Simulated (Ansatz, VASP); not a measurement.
**One calculation of BaTe, two programs**

```
Ba Te
1.0
     0.00000    3.43970    3.43970
     3.43970    0.00000    3.43970
     3.43970    3.43970    0.00000
Ba Te
1 1
Direct
  0.00000 0.00000 0.00000
  0.50000 0.50000 0.50000
```

Alike in both runs: task single point; functional PBE; k mesh 8 × 8 × 8; occupations gaussian, width 0.02 eV; no spin polarisation.

```csv
,VASP,Ansatz
version,VASP 6.6.1,Ansatz 0.2.0
potentials or method,"VASP PAW PBE potentials, release 64 (Ba_sv, Te), cutoff 520 eV","scalar-relativistic, plane waves, PAW"
valence electrons in the cell,16,26
```

Ansatz gave:

| Property | Result |
| --- | --- |
| gap on the k mesh at the Fermi level (eV) | 1.49 |
| least direct gap on the mesh (eV) | 1.84 |
| pressure (GPa) | 2.7 |

Problem. Which values does VASP return?

Solution. gap on the k mesh at the Fermi level (eV): 1.40; least direct gap on the mesh (eV): 1.78; pressure (GPa): 3.1.

With one functional, cell and mesh, what is left measures potentials, basis and numerics. VASP's potentials hold 16 valence electrons a cell and Ansatz's 26, so a difference there can come from the potentials and not from the codes.

Neither program's run includes spin-orbit coupling.
